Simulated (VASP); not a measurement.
A run of VASP 6.6.1:

INCAR

```
SYSTEM = SrO
ALGO     = Normal         ! electronic algorithm
EDIFF    = 1E-6           ! SCF threshold, eV
ENCUT    = 520            ! plane-wave cutoff, eV
GGA      = PE             ! functional
ISIF     = 2              ! what is computed and relaxed
ISMEAR   = 0              ! smearing method
LASPH    = .True.         ! aspherical terms in the spheres
LCHARG   = .True.         ! write CHGCAR
LELF     = .True.         ! ELF
LREAL    = .False.        ! projectors in reciprocal space
LVHAR    = .True.       
LWAVE    = .False.        ! write WAVECAR
NBANDS   = 15             ! bands
NELM     = 80             ! most SCF steps
PREC     = Accurate       ! precision mode
SIGMA    = 0.05           ! smearing width, eV
```

The input KPOINTS:

```
k-points
0
Gamma
  8 8 8
  0 0 0
```

Contents of POSCAR:

```
SrO
1.0
    0.0000000000      2.4894405709      2.7383846280
    2.4894405709      0.0000000000      2.7383846280
    2.4894405709      2.4894405709      0.0000000000
Sr O
1 1
Direct
    0.0000000000      0.0000000000      0.0000000000
    0.5000000000      0.5000000000      0.5000000000
```

Potentials or basis: VASP PAW PBE potentials, release 64 (Sr_sv, O).

Command:

```console
$ cat potpaw_PBE.64/Sr_sv/POTCAR potpaw_PBE.64/O/POTCAR > POTCAR
$ mpirun -np 1 vasp_std > vasp.out
```

Hardware: 1 thread of Intel(R) Xeon(R) Platinum 8488C (Sapphire Rapids), with other jobs on the host.

Question: How long does it take, and how much memory?

Answer: Run time: 34 s on 1 thread of Intel(R) Xeon(R) Platinum 8488C (Sapphire Rapids) (shared host), peak memory 0.17 GiB. Counts: scf iterations 13, k points 59.
